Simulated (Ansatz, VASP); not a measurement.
# BiTe: VASP beside Ansatz

```
Bi Te
1.0
     0.00000    3.19128    3.19128
     3.19128    0.00000    3.19128
     3.19128    3.19128    0.00000
Bi Te
1 1
Direct
  0.00000 0.00000 0.00000
  0.50000 0.50000 0.50000
```

Alike in both runs: task single point; functional PBE; k mesh 8 × 8 × 8; occupations gaussian, width 0.1 eV; no spin polarisation.

|  | VASP | Ansatz |
| --- | --- | --- |
| version | VASP 6.6.1 | Ansatz 0.2.0 |
| potentials or method | VASP PAW PBE potentials, release 64 (Bi_d, Te), cutoff 520 eV | plane waves, PAW |
| valence electrons in the cell | 21 | 31 |

Ansatz gave:

- pressure (GPa): 2.9

Problem. Which values does VASP return?

Solution. Pressure (GPa): 2.8.

VASP's potentials hold 21 valence electrons a cell and Ansatz's 31, so a difference there can come from the potentials and not from the codes.

Spin-orbit coupling is off throughout.
